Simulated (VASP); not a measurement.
Write the native input for VASP 6.6.1 that does the following.

```
Task                   : single point
Functional             : PBE
Potentials or basis    : VASP PAW PBE potentials, release 64 (Al, N)
Cutoff                 : 520 eV
k mesh                 : 9 × 9 × 1
Occupations            : gaussian, width 0.1 eV
Spin                   : no spin polarisation
Dipole correction      : yes
Further INCAR settings : ALGO = Normal; EDIFF = 1e-06; NBANDS = 15
```

The structure of Al3N lies in POSCAR:

```
Al3N
1.0
    2.8567582919      0.0000000000      0.0000000000
   -1.4283791460      2.4740252533      0.0000000000
    0.0000000000      0.0000000000     20.1013781961
Al N
3 1
Direct
    0.6666666667      0.3333333333      0.1989913309
    0.3333333333      0.6666666667      0.3134471576
    0.0000000000      0.0000000000      0.4278999237
    0.5000000000      0.3333333333      0.4813660550
```

The input as run:

INCAR

```
ALGO = Normal ; DIPOL = 0.5 0.5 0.355
EDIFF = 1E-6 ; ENCUT = 520
GGA = PE ; IDIPOL = 3
ISIF = 2 ; ISMEAR = 0
LASPH = True ; LCHARG = False
LDIPOL = True ; LREAL = False
LWAVE = False ; NBANDS = 15
NELM = 100 ; PREC = Accurate
SIGMA = 0.1
```

KPOINTS

```
k-points
0
Gamma
  9 9 1
```

Potentials or basis: VASP PAW PBE potentials, release 64 (Al, N).

The run is started by

```console
$ cat potpaw_PBE.64/Al/POTCAR potpaw_PBE.64/N/POTCAR > POTCAR
$ mpirun -np 1 vasp_std > vasp.out
```

Results of the run:

```
Largest force          : 5.254 eV/Å
Band gap on the k mesh : zero (band 7 reaches 0.04 eV, above the bottom of band 8 at -1.57 eV)
```

It took 100 s on 1 thread of Intel(R) Xeon(R) Platinum 8488C (Sapphire Rapids), with other jobs on the host, peak memory 0.29 GiB.
